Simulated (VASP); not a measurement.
# Sc (P6/mmm) in VASP: notebook, part 2 of 2

VASP 6.6.1.

## 3. Relaxation of cell and atoms, PBE

This run uses another cell than the first one: it holds 5 atoms, not 4.

The input, INCAR:

```
PREC     = Accurate       # precision mode
ENCUT    = 600            # plane-wave cutoff, eV
EDIFF    = 1E-6           # SCF threshold, eV
ISMEAR   = 0              # smearing method
SIGMA    = 0.1            # smearing width, eV
LREAL    = False          # projectors in reciprocal space
LASPH    = True           # aspherical terms in the spheres
NELM     = 100            # most SCF steps
ALGO     = Normal         # electronic algorithm
ISIF     = 3              # what is computed and relaxed
LWAVE    = False          # write WAVECAR
LCHARG   = False          # write CHGCAR
GGA      = PE             # functional
IBRION   = 2              # ionic algorithm
NSW      = 100            # ionic steps
EDIFFG   = -0.01          # ionic threshold
```

The input, KPOINTS:

```
regular mesh
0
Gamma
  9 9 8
```

The input, POSCAR:

```
Sc
1.0
    6.0548126932      0.0000000000      0.0000000000
   -3.0274063466      5.2436216075      0.0000000000
    0.0000000000      0.0000000000      5.4410287403
Sc
5
Direct
    0.0000000000      0.5000000000      0.0000000000
    0.5000000000      0.0000000000      0.0000000000
    0.5000000000      0.5000000000      0.0000000000
    0.3333333333      0.6666666667      0.5000000000
    0.6666666667      0.3333333333      0.5000000000
```

Potentials or basis: VASP PAW PBE potentials, release 64 (Sc_sv).

The run is started by

```sh
$ cat potpaw_PBE.64/Sc_sv/POTCAR > POTCAR
$ mpirun -np 1 vasp_std > vasp.out
```

OUTCAR:

```text
PREC = Accurate
   ENCUT = 600
   EDIFF = 1E-6
   ISMEAR = 0
   LREAL = False
   LASPH = True
   NELM = 100
   ISIF = 3
   GGA = PE
   IBRION = 2
   NSW = 100
   EDIFFG = -0.01

 ion  position               nearest neighbor table
   1  0.000  0.500  0.000-   3 3.03   3 3.03   2 3.03   2 3.03   4 3.23   5 3.23   4 3.23   5 3.23

   2  0.500  0.000  0.000-   1 3.03   3 3.03   3 3.03   1 3.03   4 3.23   5 3.23   4 3.23   5 3.23

   3  0.500  0.500  0.000-   1 3.03   1 3.03   2 3.03   2 3.03   4 3.23   5 3.23   4 3.23   5 3.23

   4  0.333  0.667  0.500-   1 3.23   1 3.23   2 3.23   2 3.23   3 3.23   3 3.23
   5  0.667  0.333  0.500-   1 3.23   1 3.23   2 3.23   2 3.23   3 3.23   3 3.23

  LATTYP: Found a hexagonal cell.
 ALAT       =     6.0548126932
 C/A-ratio  =     0.8986287464

  Lattice vectors:

 A1 = (   6.0548126932,   0.0000000000,   0.0000000000)
 A2 = (  -3.0274063466,   5.2436216075,   0.0000000000)
 A3 = (   0.0000000000,   0.0000000000,   5.4410287403)

Analysis of symmetry for initial positions (statically):
=====================================================================
 Subroutine PRICEL returns:
 Original cell was already a primitive cell.

 Routine SETGRP: Setting up the symmetry group for a
 hexagonal supercell.

 Subroutine GETGRP returns: Found 24 space group operations
 (whereof 24 operations were pure point group operations)
 out of a pool of 24 trial point group operations.

The static configuration has the point symmetry D_6h.

Analysis of symmetry for dynamics (positions and initial velocities):
=====================================================================
 Subroutine PRICEL returns:
 Original cell was already a primitive cell.

 Routine SETGRP: Setting up the symmetry group for a
 hexagonal supercell.

 Subroutine GETGRP returns: Found 24 space group operations
 (whereof 24 operations were pure point group operations)
 out of a pool of 24 trial point group operations.

The dynamic configuration has the point symmetry D_6h.

 Subroutine INISYM returns: Found 24 space group operations
 (whereof 24 operations are pure point group operations),
 and found     1 'primitive' translations

----------------------------------------------------------------------------------------

                                     Primitive cell

  volume of cell :     172.7480

  direct lattice vectors                    reciprocal lattice vectors
     6.054812693  0.000000000  0.000000000     0.165157875  0.095353944  0.000000000
    -3.027406347  5.243621607  0.000000000     0.000000000  0.190707888  0.000000000
     0.000000000  0.000000000  5.441028740     0.000000000  0.000000000  0.183788774

  length of vectors
     6.054812693  6.054812693  5.441028740     0.190707888  0.190707888  0.183788774

  position of ions in fractional coordinates (direct lattice)
     0.000000000  0.500000000  0.000000000
     0.500000000  0.000000000  0.000000000
     0.500000000  0.500000000  0.000000000
     0.333333333  0.666666667  0.500000000
     0.666666667  0.333333333  0.500000000

  ion indices of the primitive-cell ions
   primitive index   ion index
                 1           1
                 2           2
                 3           3
                 4           4
                 5           5

[... 52 lines left out ...]
 [... further k-points ...]
   k-points           NKPTS =     60   k-points in BZ     NKDIM =     60   number of bands    NBANDS=     33
   number of dos      NEDOS =    301   number of ions     NIONS =      5
   total plane-waves  NPLWV = 110592
   dimension x,y,z NGX =    48 NGY =   48 NGZ =   48
   dimension x,y,z NGXF=    96 NGYF=   96 NGZF=   96
   ions per type =               5
   NGX,Y,Z   is equivalent  to a cutoff of  13.18, 13.18, 14.67 a.u.
   NGXF,Y,Z  is equivalent  to a cutoff of  26.36, 26.36, 29.33 a.u.
 SYSTEM =  unknown system
   PREC   = accura    normal or accurate (medium, high low for compatibility)
   ISTART =      0    job   : 0-new  1-cont  2-samecut
   ICHARG =      2    charge: 1-file 2-atom 10-const
   ISPIN  =      1    spin polarized calculation?
   LNONCOLLINEAR =      F non collinear calculations
   LSORBIT =      F    spin-orbit coupling
   LASPH  =      T    aspherical Exc in radial PAW
   ENCUT  =  600.0 eV  44.10 Ry    6.64 a.u.  12.09 12.09 10.87*2*pi/ulx,y,z
   NELM   =    100;   NELMIN=  2; NELMDL= -5     # of ELM steps
   EDIFF  = 0.1E-05   stopping-criterion for ELM
   LREAL  =      F    real-space projection
   EDIFFG = -.1E-01   stopping-criterion for IOM
   NSW    =    100    number of steps for IOM
   IBRION =      2    ionic relax: 0-MD 1-quasi-New 2-CG
   NFREE  =      1    steps in history (QN), initial steepest desc. (CG)
   ISIF   =      3    stress and relaxation
   ISYM   =      2    0-nonsym 1-usesym 2-fastsym
   POTIM  = 0.5000    time-step for ionic-motion
   TEBEG  =    0.0;   TEEND  =   0.0 temperature during run
   PSTRESS=    0.0 pullay stress
   NELECT =      55.0000    total number of electrons
   NUPDOWN=      -1.0000    fix difference up-down
   EMIN   =  10.00;   EMAX   =-10.00  energy-range for DOS
   EFERMI =   0.00;   METHOD = LEGACY
   ISMEAR =     0;   SIGMA  =   0.10  broadening in eV -4-tet -1-fermi 0-gaus
   EFERMI_NEDOS =   21; number of points for ismear=-14 and -15
   IALGO  =     38    algorithm
   IMIX   =      4    mixing-type and parameters
     AMIX     =   0.40;   BMIX     =  1.00
     AMIX_MAG =   1.60;   BMIX_MAG =  1.00
  volume/ion in A,a.u.               =      34.55       233.15
  Fermi-wavevector in a.u.,A,eV,Ry     =   1.117870  2.112468 17.002299  1.249634
  Thomas-Fermi vector in A             =   2.254497
   LORBIT       =      0    0 simple, 1 ext, 2 COOP (PROOUT), +10 PAW based schemes
   GGA     = PE    functional components
   LHFCALC =     F    Hartree Fock is set to
   AEXX    =    0.0000 exact exchange contribution
   IVDW    =     0    specifies the selected vdW correction
   LEPSILON=     F    determine dielectric tensor
   LRPA    =     F    only Hartree local field effects (RPA)
 conjugate gradient relaxation of ions
 non-spin polarized calculation
 Gauss-broadening in eV      SIGMA  =   0.10
  energy-cutoff  :      600.00
  volume of cell :      172.75
 maximum number of plane-waves:      5790
   NGX = 25   NGY = 25   NGZ = 21

--------------------------------------- Ionic step        1  -------------------------------------------

 number of electron      54.9999994 magnetization

 Free energy of the ion-electron system (eV)
  ---------------------------------------------------
  ext. energy  EPLUGINS =         0.00000000
  ---------------------------------------------------
  free energy    TOTEN  =       -26.48591112 eV

  energy without entropy =      -26.42370043  energy(sigma->0) =      -26.45480578

------------------------ aborting loop because EDIFF is reached ----------------------------------------

  FORCE on cell =-STRESS in cart. coord.  units (eV):
  Direction    XX          YY          ZZ          XY          YZ          ZX
  --------------------------------------------------------------------------------------
  -------------------------------------------------------------------------------------
  Total       -0.1139470     -0.1139470      0.1550272      0.0000000      0.0000000      0.0000000
  in kB       -1.0568187     -1.0568187      1.4378233      0.0000000      0.0000000      0.0000000
  external PRESSURE =      -0.2252713 kB  Pullay stress =       0.0000000 kB
[... 104 lines left out ...]
--------------------------------------- Ionic step        4  -------------------------------------------

 number of electron      54.9999996 magnetization

 Free energy of the ion-electron system (eV)
  ---------------------------------------------------
  ext. energy  EPLUGINS =         0.00000000
  ---------------------------------------------------
  free energy    TOTEN  =       -26.48640353 eV

  energy without entropy =      -26.42395112  energy(sigma->0) =      -26.45517732

 E-fermi :   1.7836     XC(G=0):  -8.3168

 val. band max:        1.7822088754   @ k =   0.1111   0.1111   0.3750
 cond. band min:       1.7842231775   @ k =   0.1111   0.1111   0.0000
 fundamental gap:      0.0020143021
 Fermi energy:         1.7836120908

 k-point     1 :       0.0000    0.0000    0.0000
  band No.  band energies     occupation
      1     -48.2517      2.00000
      2     -48.2375      2.00000
      3     -47.8791      2.00000
      4     -47.8064      2.00000
      5     -47.8064      2.00000
      6     -26.9433      2.00000
[... 853 lines left out ...]
     32       2.1916      0.00000
     33       2.2948      0.00000

 [... further k-points ...]

------------------------ aborting loop because EDIFF is reached ----------------------------------------

  FORCE on cell =-STRESS in cart. coord.  units (eV):
  Direction    XX          YY          ZZ          XY          YZ          ZX
  --------------------------------------------------------------------------------------
  -------------------------------------------------------------------------------------
  Total       -0.0205184     -0.0205184     -0.0211086      0.0000000      0.0000000      0.0000000
  in kB       -0.1905741     -0.1905741     -0.1960551      0.0000000      0.0000000      0.0000000
  external PRESSURE =      -0.1924011 kB  Pullay stress =       0.0000000 kB
[... 20 lines left out ...]
  FREE ENERGIE OF THE ION-ELECTRON SYSTEM (eV)
  ---------------------------------------------------
  free  energy   TOTEN  =       -26.4864035329 eV

  energy  without entropy=      -26.4239511166  energy(sigma->0) =      -26.45517732

 reached required accuracy - stopping structural energy minimisation
```

It took 12 min on 1 thread of AMD EPYC 9R45 (Zen 5), shared host; peak memory 0.5 GiB.

What came out:

- Free energy: -26.4864 eV
- Relaxed volume: 34.50 Å³/atom
- Relaxed cell: a = 6.041 Å, b = 6.041 Å, c = 5.457 Å, α = 90.00°, β = 90.00°, γ = 120.00°
- Space group after relaxing (to 0.05 Å): P6/mmm (No. 191)
- Energy gained by relaxing: 0.1 meV/atom
- Ionic steps: 4
- Pressure after relaxing: 0.0 GPa

Step by step:
```tsv
step	energy change (eV)	largest force (eV/Å)	pressure (GPa)	volume (Å³)
1	0.0000	0.0000	-0.02	172.75
2	-0.0004	0.0000	-0.04	172.63
3	-0.0005	0.0000	-0.02	172.45
4	-0.0005	0.0000	-0.02	172.50
```

Final structure:
```
Sc
1.0
     6.04134    0.00000    0.00000
    -3.02067    5.23196    0.00000
     0.00000    0.00000    5.45750
Sc
5
Direct
  0.00000 0.50000 0.00000
  0.50000 0.00000 0.00000
  0.50000 0.50000 0.00000
  0.33333 0.66667 0.50000
  0.66667 0.33333 0.50000
```

## 4. Single point, PBE

This run uses another cell than the first one: it holds 5 atoms, not 4.

The input, INCAR:

```
  ALGO = Normal
  EDIFF = 1E-6
  ENCUT = 520
  GGA = PE
  ISIF = 2
  ISMEAR = 0
  LASPH = T
  LCHARG = F
  LREAL = F
  LWAVE = F
  NBANDS = 36
  NELM = 100
  PREC = Accurate
  SIGMA = 0.1
```

The input, KPOINTS:

```
k-points
0
Gamma
  6 6 4
```

The input, POSCAR:

```
Sc
1.0
    6.0548126932      0.0000000000      0.0000000000
   -3.0274063466      5.2436216075      0.0000000000
    0.0000000000      0.0000000000      5.4410287403
Sc
5
Direct
    0.0000000000      0.5000000000      0.3273094226
    0.5000000000      0.0000000000      0.3273094226
    0.5000000000      0.5000000000      0.3273094226
    0.3333333333      0.6666666667      0.8273208662
    0.6666666667      0.3333333333      0.8273208662
```

The run is started by

```sh
$ cat potpaw_PBE.64/Sc_sv/POTCAR > POTCAR
$ mpirun -np 1 vasp_std > vasp.out
```

It took 77 s on 1 thread of Intel Xeon Platinum 8559C (Emerald Rapids), shared host; peak memory 0.33 GiB.

It converged, with:

```yaml
Free_energy: -26.4985 eV
Pressure: 0.0 GPa
```

Levels at points of the mesh, in eV from the Fermi level:
```
           k point  band 26  band 27  band 28  band 29  band 30  band 31
(0.00, 0.00, 0.00)    -0.38    -0.30     0.04     0.04     0.06     0.06
(0.50, 0.00, 0.00)    -0.31    -0.18    -0.12     0.04     0.11     0.27
(0.00, 0.00, 0.50)    -0.63    -0.15    -0.15     0.51     0.51     0.52
(0.50, 0.00, 0.50)    -0.65     0.06     0.18     0.21     0.31     0.42
```

## 5. Single point, PBE

This run uses another cell than the first one: it holds 5 atoms, not 4.

The input, INCAR:

```
ALGO     = Normal         # electronic algorithm
EDIFF    = 1E-6           # SCF threshold, eV
ENCUT    = 520            # plane-wave cutoff, eV
GGA      = PE             # functional
ISIF     = 2              # what is computed and relaxed
ISMEAR   = 0              # smearing method
LASPH    = True           # aspherical terms in the spheres
LCHARG   = True           # write CHGCAR
LELF     = True           # ELF
LREAL    = False          # projectors in reciprocal space
LVHAR    = True         
LWAVE    = False          # write WAVECAR
NBANDS   = 36             # bands
NELM     = 100            # most SCF steps
PREC     = Accurate       # precision mode
SIGMA    = 0.1            # smearing width, eV
```

The input, KPOINTS:

```
k-points
0
Gamma
  9 9 8
```

The input, POSCAR:

```
Sc
1.0
    6.0422204651      0.0000000000      0.0000000000
   -3.0211102326      5.2327164181      0.0000000000
    0.0000000000      0.0000000000      5.4504009332
Sc
5
Direct
    0.0000000000      0.5000000000      0.0000000000
    0.5000000000      0.0000000000      0.0000000000
    0.5000000000      0.5000000000      0.0000000000
    0.3333333333      0.6666666667      0.5000000000
    0.6666666667      0.3333333333      0.5000000000
```

The run is started by

```sh
$ cat potpaw_PBE.64/Sc_sv/POTCAR > POTCAR
$ mpirun -np 1 vasp_std > vasp.out
```

It took 3.3 min on 1 thread of Intel Xeon Platinum 8559C (Emerald Rapids), shared host; peak memory 0.46 GiB.

The run converged. Its results:

* Free energy: -26.4858 eV
* Pressure: 0.0 GPa

Levels at points of the mesh, in eV from the Fermi level:
```tsv
k point	band 24	band 25	band 26	band 27	band 28	band 29	band 30	band 31
(0.00, 0.00, 0.00)	-0.63	-0.54	-0.38	-0.29	0.04	0.04	0.07	0.07
(0.00, 0.00, 0.50)	-0.88	-0.88	-0.64	-0.15	-0.15	0.50	0.50	0.52
```

## 6. Overview

| task | cell | k mesh | cutoff (eV) | gap on the mesh (eV) | pressure (GPa) | relaxed volume (Å³/atom) |
| --- | --- | --- | --- | --- | --- | --- |
| relaxation of cell and atoms | relaxed from a = 5.123, b = 5.123, c = 5.808 Å, angles 90.0, 90.0, 120.0°, 4 atoms | 12 × 12 × 8 | 600 | none | 0.0 | 32.93 |
| relaxation of cell and atoms | relaxed from a = 6.055, b = 6.055, c = 5.441 Å, angles 90.0, 90.0, 120.0°, 5 atoms | 9 × 9 × 8 | 600 | none | 0.0 | 34.50 |
| single point | a = 6.055, b = 6.055, c = 5.441 Å, angles 90.0, 90.0, 120.0°, 5 atoms | 6 × 6 × 4 | 520 | none | 0.0 | - |
| single point | a = 6.042, b = 6.042, c = 5.450 Å, angles 90.0, 90.0, 120.0°, 5 atoms | 9 × 9 × 8 | 520 | none | 0.0 | - |

Alike in all rows: level PBE; potentials or basis VASP PAW PBE potentials, release 64 (Sc_sv); no spin polarisation; smearing gaussian 0.1 eV.

Absolute energies hang on the potentials; compare differences alone.
